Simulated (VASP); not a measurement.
Here is a VASP 6.6.1 calculation.

File POSCAR:

```
ZnS
1.0
    0.0000000000      2.7046500000      2.6640802500
    2.7046500000      0.0000000000      2.6640802500
    2.7046500000      2.7046500000      0.0000000000
Zn S
1 1
Direct
    0.0000000000      0.0000000000      0.0000000000
    0.7500000000      0.7500000000      0.7500000000
```

Contents of INCAR.step1:

```
PREC = Accurate ; ENCUT = 520
ISMEAR = 0 ; SIGMA = 0.05
LREAL = False ; LASPH = True
NELM = 80 ; NBANDS = 16
GGA = PE ; ALGO = Normal
EDIFF = 1E-4 ; LWAVE = True
LCHARG = False
```

Contents of INCAR.step2:

```
PREC = Accurate ; ENCUT = 520
EDIFF = 1E-7 ; ISMEAR = 0
SIGMA = 0.05 ; LREAL = False
LASPH = True ; NELM = 80
ALGO = Normal ; ISIF = 2
LWAVE = False ; LCHARG = True
METAGGA = R2SCAN ; LMIXTAU = True
LELF = True ; LVHAR = True
NBANDS = 16 ; ISTART = 1
```

The input KPOINTS:

```
regular mesh
0
Gamma
  8 8 8
```

Potentials or basis: VASP PAW PBE potentials, release 64 (Zn, S).

Run with:

```console
$ cat potpaw_PBE.64/Zn/POTCAR potpaw_PBE.64/S/POTCAR > POTCAR
$ cp INCAR.step1 INCAR
$ mpirun -np 1 vasp_std > vasp.out
$ cp INCAR.step2 INCAR
$ mpirun -np 1 vasp_std > vasp.out
```

Task: Estimate the band gap on the k mesh.

Result: 2.70 eV, direct.

Task: What does it give for the pressure?

Result: 0.3 GPa.

Stress tensor (GPa, compression positive):
```
0.14 0.00 0.00
0.00 0.14 0.00
0.00 0.00 0.72
```

Caveat: the cell differs from its parent crystal (strain +0.000 along x and y, -0.015 along z); the PAW data sets were made with another functional, which shifts forces and pressure a little.
